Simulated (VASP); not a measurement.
# Ti (Pm-3m) in VASP: single point with LDA

Aim: the single point of Ti with LDA.

Program: VASP 6.6.1. These are calculated values, not measurements. Logs are shortened: lines on timing, memory, paths and dates and some standing lists are left out, and cuts for length are marked.

### 1 The cell of the first run

It takes space group Pm-3m (No. 221, cubic). Conventional cell: a = 3.115 Å, b = 3.115 Å, c = 3.115 Å, α = 90.00°, β = 90.00°, γ = 90.00°. Within 4.1 Å of Ti (site symmetry m-3m) lie 6 Ti at 3.12 Å.

### 2 Single point, LDA

Contents of INCAR:

```
SYSTEM = Ti
PREC = Accurate ; ENCUT = 520
EDIFF = 1E-6 ; ISMEAR = 1
SIGMA = 0.1 ; LREAL = .FALSE.
LASPH = .TRUE. ; NELM = 100
ALGO = Normal ; ISIF = 2
LWAVE = .FALSE. ; LCHARG = .FALSE.
NBANDS = 12
```

Contents of KPOINTS:

```
regular mesh
0
G
  9 9 9
  0 0 0
```

Contents of POSCAR:

```
Ti
1.0
    3.1152020000      0.0000000000      0.0000000000
    0.0000000000      3.1152020000      0.0000000000
    0.0000000000      0.0000000000      3.1152020000
Ti
1
Direct
    0.5000000000      0.5000000000      0.5000000000
```

Potentials or basis: VASP PAW LDA potentials, release 64 (Ti_sv).

Started as:

```console
$ cat potpaw_LDA.64/Ti_sv/POTCAR > POTCAR
$ mpirun -np 1 vasp_std > vasp.out
```

OUTCAR:

```text
SYSTEM = Ti
   PREC = Accurate
   ENCUT = 520
   EDIFF = 1E-6
   ISMEAR = 1
   LREAL = .FALSE.
   LASPH = .TRUE.
   NELM = 100
   ISIF = 2

 ion  position               nearest neighbor table
   1  0.500  0.500  0.500-

  LATTYP: Found a simple cubic cell.
 ALAT       =     3.1152020000

  Lattice vectors:

 A1 = (   3.1152020000,   0.0000000000,   0.0000000000)
 A2 = (   0.0000000000,   3.1152020000,   0.0000000000)
 A3 = (   0.0000000000,   0.0000000000,   3.1152020000)

Analysis of symmetry for initial positions (statically):
=====================================================================
 Subroutine PRICEL returns:
 Original cell was already a primitive cell.

 Routine SETGRP: Setting up the symmetry group for a
 simple cubic supercell.

 Subroutine GETGRP returns: Found 48 space group operations
 (whereof 48 operations were pure point group operations)
 out of a pool of 48 trial point group operations.

The static configuration has the point symmetry O_h .

Analysis of symmetry for dynamics (positions and initial velocities):
=====================================================================
 Subroutine PRICEL returns:
 Original cell was already a primitive cell.

 Routine SETGRP: Setting up the symmetry group for a
 simple cubic supercell.

 Subroutine GETGRP returns: Found 48 space group operations
 (whereof 48 operations were pure point group operations)
 out of a pool of 48 trial point group operations.

The dynamic configuration has the point symmetry O_h .

 Subroutine INISYM returns: Found 48 space group operations
 (whereof 48 operations are pure point group operations),
 and found     1 'primitive' translations

----------------------------------------------------------------------------------------

                                     Primitive cell

  volume of cell :      30.2314

  direct lattice vectors                    reciprocal lattice vectors
     3.115202000  0.000000000  0.000000000     0.321006471  0.000000000  0.000000000
     0.000000000  3.115202000  0.000000000     0.000000000  0.321006471  0.000000000
     0.000000000  0.000000000  3.115202000     0.000000000  0.000000000  0.321006471

  length of vectors
     3.115202000  3.115202000  3.115202000     0.321006471  0.321006471  0.321006471

  position of ions in fractional coordinates (direct lattice)
     0.500000000  0.500000000  0.500000000

  ion indices of the primitive-cell ions
   primitive index   ion index
                 1           1

----------------------------------------------------------------------------------------

 KPOINTS: regular mesh

Automatic generation of k-mesh.
 Grid dimensions read from file:
 generate k-points for:    9    9    9

 Generating k-lattice:

  Cartesian coordinates                     Fractional coordinates (reciprocal lattice)
     0.035667386  0.000000000  0.000000000     0.111111111  0.000000000  0.000000000
     0.000000000  0.035667386  0.000000000     0.000000000  0.111111111  0.000000000
     0.000000000  0.000000000  0.035667386     0.000000000  0.000000000  0.111111111

  Length of vectors
     0.035667386  0.035667386  0.035667386

  Shift w.r.t. Gamma in fractional coordinates (k-lattice)
     0.000000000  0.000000000  0.000000000

 Subroutine IBZKPT returns following result:
 ===========================================

 Found     35 irreducible k-points:

 Following reciprocal coordinates:
            Coordinates               Weight
  0.000000  0.000000  0.000000      1.000000
  0.111111  0.000000  0.000000      6.000000
  0.222222  0.000000  0.000000      6.000000
  0.333333  0.000000  0.000000      6.000000
  0.444444  0.000000  0.000000      6.000000
  0.111111  0.111111  0.000000     12.000000
[... 16 lines left out ...]
  0.333333  0.333333  0.111111     24.000000
  0.444444  0.333333  0.111111     48.000000
 [... further k-points ...]
   k-points           NKPTS =     35   k-points in BZ     NKDIM =     35   number of bands    NBANDS=     12
   number of dos      NEDOS =    301   number of ions     NIONS =      1
   total plane-waves  NPLWV =  13824
   dimension x,y,z NGX =    24 NGY =   24 NGZ =   24
   dimension x,y,z NGXF=    48 NGYF=   48 NGZF=   48
   ions per type =               1
   NGX,Y,Z   is equivalent  to a cutoff of  12.81, 12.81, 12.81 a.u.
   NGXF,Y,Z  is equivalent  to a cutoff of  25.62, 25.62, 25.62 a.u.
 SYSTEM =  Ti
   PREC   = accura    normal or accurate (medium, high low for compatibility)
   ISTART =      0    job   : 0-new  1-cont  2-samecut
   ICHARG =      2    charge: 1-file 2-atom 10-const
   ISPIN  =      1    spin polarized calculation?
   LNONCOLLINEAR =      F non collinear calculations
   LSORBIT =      F    spin-orbit coupling
   LASPH  =      T    aspherical Exc in radial PAW
   ENCUT  =  520.0 eV  38.22 Ry    6.18 a.u.   5.79  5.79  5.79*2*pi/ulx,y,z
   NELM   =    100;   NELMIN=  2; NELMDL= -5     # of ELM steps
   EDIFF  = 0.1E-05   stopping-criterion for ELM
   LREAL  =      F    real-space projection
   EDIFFG = 0.1E-04   stopping-criterion for IOM
   NSW    =      0    number of steps for IOM
   IBRION =     -1    ionic relax: 0-MD 1-quasi-New 2-CG
   NFREE  =      0    steps in history (QN), initial steepest desc. (CG)
   ISIF   =      2    stress and relaxation
   ISYM   =      2    0-nonsym 1-usesym 2-fastsym
   POTIM  = 0.5000    time-step for ionic-motion
   TEBEG  =    0.0;   TEEND  =   0.0 temperature during run
   PSTRESS=    0.0 pullay stress
   NELECT =      12.0000    total number of electrons
   NUPDOWN=      -1.0000    fix difference up-down
   EMIN   =  10.00;   EMAX   =-10.00  energy-range for DOS
   EFERMI =   0.00;   METHOD = LEGACY
   ISMEAR =     1;   SIGMA  =   0.10  broadening in eV -4-tet -1-fermi 0-gaus
   EFERMI_NEDOS =   21; number of points for ismear=-14 and -15
   IALGO  =     38    algorithm
   IMIX   =      4    mixing-type and parameters
     AMIX     =   0.40;   BMIX     =  1.00
     AMIX_MAG =   1.60;   BMIX_MAG =  1.00
  volume/ion in A,a.u.               =      30.23       204.01
  Fermi-wavevector in a.u.,A,eV,Ry     =   1.203139  2.273602 19.695015  1.447543
  Thomas-Fermi vector in A             =   2.338900
   LORBIT       =      0    0 simple, 1 ext, 2 COOP (PROOUT), +10 PAW based schemes
   GGA     = CA    functional components
   LHFCALC =     F    Hartree Fock is set to
   AEXX    =    0.0000 exact exchange contribution
   IVDW    =     0    specifies the selected vdW correction
   LEPSILON=     F    determine dielectric tensor
   LRPA    =     F    only Hartree local field effects (RPA)
 non-spin polarized calculation
 Methfessel and Paxton  Order N= 1 SIGMA  =   0.10
  energy-cutoff  :      520.00
  volume of cell :       30.23
 maximum number of plane-waves:       825
 NGX is ok and might be reduce to    24
   NGX = 11   NGY = 11   NGZ = 11

 number of electron      11.9999999 magnetization

 Free energy of the ion-electron system (eV)
  ---------------------------------------------------
  ext. energy  EPLUGINS =         0.00000000
  ---------------------------------------------------
  free energy    TOTEN  =        -6.49948658 eV

  energy without entropy =       -6.49781235  energy(sigma->0) =       -6.49892850

 E-fermi :   3.1796     XC(G=0):  -9.2689

 val. band max:        3.1721100675   @ k =   0.4444   0.4444   0.1111
 cond. band min:       3.1811416530   @ k =   0.4444   0.2222   0.2222
 fundamental gap:      0.0090315856
 Fermi energy:         3.1795571695

 k-point     1 :       0.0000    0.0000    0.0000
  band No.  band energies     occupation
      1     -53.3566      2.00000
      2     -29.8663      2.00000
      3     -29.8663      2.00000
      4     -29.8663      2.00000
      5      -1.2031      2.00000
      6       2.6021      2.00000
      7       2.6021      2.00000
      8       5.2887      0.00000
      9       5.2887      0.00000
     10       5.2887      0.00000
     11      14.3001      0.00000
     12      14.3001      0.00000

 k-point     2 :       0.1111    0.0000    0.0000
  band No.  band energies     occupation
      1     -53.3545      2.00000
      2     -29.8878      2.00000
      3     -29.8646      2.00000
      4     -29.8646      2.00000
      5      -0.9926      2.00000
      6       2.6420      2.00000
      7       2.7022      2.00000
      8       5.1695     -0.00000
      9       5.1695     -0.00000
     10       5.2979      0.00000
     11      12.6560      0.00000
     12      14.6141      0.00000

 k-point     3 :       0.2222    0.0000    0.0000
  band No.  band energies     occupation
      1     -53.3492      2.00000
      2     -29.9419      2.00000
      3     -29.8601      2.00000
      4     -29.8601      2.00000
      5      -0.3925      2.00000
      6       2.7454      2.00000
      7       2.9472      2.00491
      8       4.8880     -0.00000
      9       4.8880     -0.00000
     10       5.3212      0.00000
     11      10.2958      0.00000
     12      15.4771      0.00000

 k-point     4 :       0.3333    0.0000    0.0000
  band No.  band energies     occupation
      1     -53.3431      2.00000
      2     -30.0028      2.00000
      3     -29.8551      2.00000
      4     -29.8551      2.00000
      5       0.4913      2.00000
      6       2.8674      2.00009
      7       3.1536      1.42337
      8       4.5965     -0.00000
      9       4.5965     -0.00000
     10       5.3479      0.00000
     11       8.3311      0.00000
     12      16.7137      0.00000

 k-point     5 :       0.4444    0.0000    0.0000
  band No.  band energies     occupation
      1     -53.3392      2.00000
      2     -30.0423      2.00000
      3     -29.8517      2.00000
      4     -29.8517      2.00000
      5       1.3691      2.00000
      6       2.9499      2.00547
      7       3.0740      2.05993
      8       4.4197     -0.00000
      9       4.4197     -0.00000
     10       5.3654      0.00000
     11       7.1799      0.00000
     12      16.9110      0.00000

 k-point     6 :       0.1111    0.1111    0.0000
  band No.  band energies     occupation
      1     -53.3524      2.00000
      2     -29.8867      2.00000
      3     -29.8852      2.00000
      4     -29.8628      2.00000
      5      -0.7839      2.00000
      6       2.7099      2.00000
      7       2.7796      2.00000
      8       5.0397     -0.00000
      9       5.1590     -0.00000
     10       5.2028      0.00000
     11      12.8153      0.00000
     12      13.0026      0.00000

 k-point     7 :       0.2222    0.1111    0.0000
  band No.  band energies     occupation
      1     -53.3471      2.00000
      2     -29.9398      2.00000
      3     -29.8813      2.00000
      4     -29.8584      2.00000
      5      -0.1904      2.00000
      6       2.8226      2.00001
      7       3.0270      2.05297
      8       4.7455     -0.00000
      9       4.9005     -0.00000
     10       5.2128      0.00000
     11      10.5100      0.00000
     12      13.6045      0.00000

 k-point     8 :       0.3333    0.1111    0.0000
  band No.  band energies     occupation
      1     -53.3411      2.00000
      2     -30.0005      2.00000
      3     -29.8760      2.00000
      4     -29.8534      2.00000
      5       0.6819      2.00000
      6       2.9444      2.00437
      7       3.2000      0.66254
      8       4.5318     -0.00000
      9       4.6148     -0.00000
     10       5.2434      0.00000
     11       8.4899      0.00000
     12      14.5678      0.00000
[... 166 lines left out ...]
 k-point    20 :       0.2222    0.2222    0.1111
  band No.  band energies     occupation
      1     -53.3398      2.00000
      2     -29.9343      2.00000
      3     -29.9310      2.00000
      4     -29.8749      2.00000
      5       0.5656      2.00000
      6       3.0758      2.05726
      7       3.3437     -0.04237
      8       4.4650     -0.00000
      9       4.7918     -0.00000
     10       4.8344     -0.00000
     11      10.9472      0.00000
     12      11.7858      0.00000

 k-point    21 :       0.3333    0.2222    0.1111
  band No.  band energies     occupation
      1     -53.3338      2.00000
      2     -29.9926      2.00000
      3     -29.9267      2.00000
      4     -29.8697      2.00000
      5       1.3522      2.00000
      6       3.1137      1.88913
      7       3.5499     -0.00000
      8       4.2800     -0.00000
      9       4.7420     -0.00000
     10       4.8716     -0.00000
     11       9.0703      0.00000
     12      12.4345      0.00000

 k-point    22 :       0.4444    0.2222    0.1111
  band No.  band energies     occupation
      1     -53.3299      2.00000
      2     -30.0314      2.00000
      3     -29.9229      2.00000
      4     -29.8662      2.00000
      5       2.1708      2.00000
      6       2.8199      2.00000
      7       3.5331     -0.00001
      8       4.1230     -0.00000
      9       4.8941     -0.00000
     10       5.4100      0.00000
     11       7.4219      0.00000
     12      13.6289      0.00000

 k-point    23 :       0.3333    0.3333    0.1111
  band No.  band energies     occupation
      1     -53.3279      2.00000
      2     -29.9873      2.00000
      3     -29.9848      2.00000
      4     -29.8645      2.00000
      5       1.9084      2.00000
      6       3.0324      2.05781
      7       4.0732     -0.00000
      8       4.2392     -0.00000
      9       4.7130     -0.00000
     10       4.9366     -0.00000
     11       8.9993      0.00000
     12      11.0867      0.00000

 k-point    24 :       0.4444    0.3333    0.1111
  band No.  band energies     occupation
      1     -53.3240      2.00000
      2     -30.0244      2.00000
      3     -29.9817      2.00000
      4     -29.8612      2.00000
      5       2.2545      2.00000
      6       2.9757      2.01410
      7       4.1505     -0.00000
      8       4.1791     -0.00000
      9       4.8181     -0.00000
     10       5.8516      0.00000
     11       7.5895      0.00000
     12      11.6839      0.00000

 [... further k-points ...]
[... 5 lines left out ...]
  --------------------------------------------------------------------------------------
  -------------------------------------------------------------------------------------
  Total       -3.6297364     -3.6297364     -3.6297364      0.0000000     -0.0000000      0.0000000
  in kB     -192.3654303   -192.3654303   -192.3654303      0.0000000     -0.0000000      0.0000000
  external PRESSURE =    -192.3654303 kB  Pullay stress =       0.0000000 kB

 VOLUME and BASIS-vectors are now :
 -----------------------------------------------------------------------------
  energy-cutoff  :      520.00
  volume of cell :       30.23
      direct lattice vectors                 reciprocal lattice vectors
     3.115202000  0.000000000  0.000000000     0.321006471  0.000000000  0.000000000
     0.000000000  3.115202000  0.000000000     0.000000000  0.321006471  0.000000000
     0.000000000  0.000000000  3.115202000     0.000000000  0.000000000  0.321006471

 POSITION                                       TOTAL-FORCE (eV/Angst)
 -----------------------------------------------------------------------------------
      1.55760      1.55760      1.55760         0.000000      0.000000      0.000000
 -----------------------------------------------------------------------------------
    total drift:                                0.000000     -0.000000     -0.000000

  FREE ENERGIE OF THE ION-ELECTRON SYSTEM (eV)
  ---------------------------------------------------
  free  energy   TOTEN  =        -6.4994865827 eV

  energy  without entropy=       -6.4978123490  energy(sigma->0) =       -6.49892850
```

Wall time 4.1 s (1 thread of Intel Xeon 6975P-C, shared host); peak memory 0.13 GiB.

Results:

```yaml
Free_energy: -6.4995 eV
Pressure: -19.2 GPa
Band_gap_on_the_k_mesh: zero (band 6 reaches 3.52 eV, above the bottom of band 7 at 2.60 eV)
```
